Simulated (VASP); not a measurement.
Ag, 2 atoms in the cell. It takes space group P6_3/mmc (No. 194, hexagonal). Conventional cell: a = 2.822 Å, b = 2.822 Å, c = 4.570 Å, α = 90.00°, β = 90.00°, γ = 120.00°. Within 3.7 Å of Ag (site symmetry -6m2) lie 12 Ag at 2.81 to 2.82 Å.  This cell differs from its parent crystal: volume scaled by 0.88.

* Program: VASP 6.6.1
* Task: single point
* Functional: PBE
* Potentials or basis: VASP PAW PBE potentials, release 64 (Ag)
* Cutoff: 520 eV
* k mesh: 14 × 14 × 8
* Occupations: fermi-dirac, width 0.1 eV
* Spin: no spin polarisation
* Dipole correction: no
* Further INCAR settings: ALGO = Normal; EDIFF = 1e-06; NBANDS = 18

Potentials or basis: VASP PAW PBE potentials, release 64 (Ag).

The run is started by

```console
$ cat potpaw_PBE.64/Ag/POTCAR > POTCAR
$ mpirun -np 1 vasp_std > vasp.out
```

Hardware: 1 thread of Intel(R) Xeon(R) Platinum 8488C (Sapphire Rapids), with other jobs on the host.

**Question.** How long does it take, and how much memory?

**Answer.** Run time: 27 s on 1 thread of Intel(R) Xeon(R) Platinum 8488C (Sapphire Rapids), on a shared host, peak memory 0.19 GiB. Counts: scf iterations 12, k points 120.
